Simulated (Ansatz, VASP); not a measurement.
**Cu in VASP and in Ansatz**

File INCAR:

```
SYSTEM = Cu
ALGO     = Normal         ! electronic algorithm
EDIFF    = 1E-6           ! SCF threshold, eV
ENCUT    = 600            ! plane-wave cutoff, eV
GGA_COMPAT= .False.      
ISIF     = 2              ! what is computed and relaxed
ISMEAR   = 0              ! smearing method
LASPH    = .True.         ! aspherical terms in the spheres
LCHARG   = .True.         ! write CHGCAR
LELF     = .True.         ! ELF
LREAL    = .False.        ! projectors in reciprocal space
LVHAR    = .True.       
LWAVE    = .False.        ! write WAVECAR
NBANDS   = 54             ! bands
NELM     = 120            ! most SCF steps
PREC     = Accurate       ! precision mode
SIGMA    = 0.15           ! smearing width, eV
```

The input KPOINTS:

```
k-points
0
Gamma
  17 17 3
  0 0 0
```

POSCAR

```
Cu
1.0
   -2.5663216910      0.0000000000      0.0000000000
   -1.2831608455     -2.2224997787      0.0000000000
    0.0000000000      0.0000000000     18.9676722891
Cu
8
Direct
    0.0000000000      1.0000000000      0.8287623558
    0.0000000000      1.0000000000      0.3867557661
    0.3333333333      0.3333333333      0.0552508237
    0.3333333333      0.3333333333      0.4972574135
    0.0000000000      0.0000000000      0.1657524712
    0.0000000000      0.0000000000      0.6077590609
    0.6666666667      0.6666666667      0.2762541186
    0.6666666667      0.6666666667      0.7182607084
```

Input for Ansatz:

```yaml
crystal:
  lattice:
    - [-2.566321691, 0.0, 0.0]
    - [-1.2831608455, -2.2224997787, 0.0]
    - [0.0, 0.0, 18.9676722891]
  atoms:
    - { symbol: Cu, position: [0.0, 1.0, 0.8287623558] }
    - { symbol: Cu, position: [0.0, 1.0, 0.3867557661] }
    - { symbol: Cu, position: [0.3333333333, 0.3333333333, 0.0552508237] }
    - { symbol: Cu, position: [0.3333333333, 0.3333333333, 0.4972574135] }
    - { symbol: Cu, position: [0.0, 0.0, 0.1657524712] }
    - { symbol: Cu, position: [0.0, 0.0, 0.6077590609] }
    - { symbol: Cu, position: [0.6666666667, 0.6666666667, 0.2762541186] }
    - { symbol: Cu, position: [0.6666666667, 0.6666666667, 0.7182607084] }
basis:
  ecutwfc: 520.0
kpoints:
  mp_grid: { grid: [17, 17, 3] }
hamiltonian:
  xc: lda
  pseudopotentials: { kind: paw, azcp: { folder: soft_1 } }
scf:
  occupations: { method: gaussian, width: 0.15 }
  initial_density: { chi_scale: 0.1 }
output:
  forces: true
  eigenvalues: true
  stress: true
```

Alike in both runs: task single point; functional LDA; k mesh 17 × 17 × 3; occupations gaussian, width 0.15 eV; no spin polarisation.

|  | VASP | Ansatz |
| --- | --- | --- |
| version | VASP 6.6.1 | Ansatz 0.2.0 |
| potentials or method | VASP PAW LDA potentials, release 64 (Cu), cutoff 600 eV | scalar-relativistic, plane waves, PAW |
| valence electrons in the cell | 88 | 152 |

```csv
,VASP,Ansatz,Ansatz less VASP
gap on the k mesh at the Fermi level (eV),none,none,-
pressure (GPa),-12.6,-13.4,-0.80
"traceless stress, the component that is largest in VASP (GPa)",1.55,1.64,+0.092
rms of the force components (eV/Å),0.115,0.123,+0.0079
```

Ansatz warns that its potentials were made for another functional, while VASP's fit it. LDA's correlation is that of Perdew and Zunger in VASP and of Perdew and Wang (1992) in Ansatz. Atom by atom the forces differ by 0.008 eV/Å (rms over components). A gap of «none» marks a metal or a gap that the smearing closes. VASP's potentials hold 88 valence electrons a cell and Ansatz's 152, so a difference there can come from the potentials and not from the codes.
